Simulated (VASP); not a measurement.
A run of VASP 6.6.1 is set up as follows.

Contents of INCAR:

```
PREC = Accurate
ENCUT = 520
EDIFF = 1E-6
ISMEAR = 0
SIGMA = 0.02
LREAL = False
LASPH = True
NELM = 80
ALGO = Normal
ISIF = 2
LWAVE = False
LCHARG = False
GGA = PE
IVDW = 12
NBANDS = 26
```

The input KPOINTS:

```
Automatic mesh
0
Gamma
  12 12 6
```

The input POSCAR:

```
ZnO
1.0
    3.2547873974      0.0000000000      0.0000000000
   -1.6273936987      2.8187285701      0.0000000000
    0.0000000000      0.0000000000      5.2566930519
Zn O
2 2
Direct
    0.3333333333      0.6666666667      0.5000805092
    0.6666666667      0.3333333333      0.0000805092
    0.6666666667      0.3333333333      0.3789294908
    0.3333333333      0.6666666667      0.8789294908
```

Potentials or basis: VASP PAW PBE potentials, release 64 (Zn, O).

Command:

```console
$ cat potpaw_PBE.64/Zn/POTCAR potpaw_PBE.64/O/POTCAR > POTCAR
$ mpirun -np 1 vasp_std > vasp.out
```

Problem. Predict the pressure.

Solution. 1.0 GPa.

Problem. What does it give for the dispersion energy per atom?

Solution. -0.221 eV.

Problem. Estimate the band gap on the k mesh.

Solution. 0.76 eV.

Caveat: semilocal functionals underestimate gaps, and a narrow one can read as zero.
